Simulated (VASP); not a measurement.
Crystal: Co.

```
Co
1.0
     2.42738    0.00000    0.00000
    -1.21369    2.10217    0.00000
     0.00000    0.00000    3.92305
Co
2
Direct
  0.33333 0.66667 0.25000
  0.66667 0.33333 0.75000
```

Base run:

```yaml
Program: VASP 6.6.1
Functional: LDA
Potentials_or_basis: VASP PAW LDA potentials, release 64 (Co)
Cutoff: 520 eV
k_mesh: 15 × 15 × 8
Occupations: methfessel-paxton, width 1 eV
Spin: collinear spin, ferromagnetic start
Starting_moments: "[1.558, 1.558] μB"
```

Its results: pressure -8.0 GPa; net moment 1.78 μB per cell; site moments Co +0.89 μB.

The run is repeated on the same cell with these changes: occupations from methfessel-paxton, width 1 eV to methfessel-paxton, width 0.3 eV. What comes out?

Pressure -0.8 GPa; net moment 3.03 μB per cell; site moments Co +1.51 μB.

Caveats: so wide a smearing shifts energies and pressures; the cell stands under tension (at least some runs).
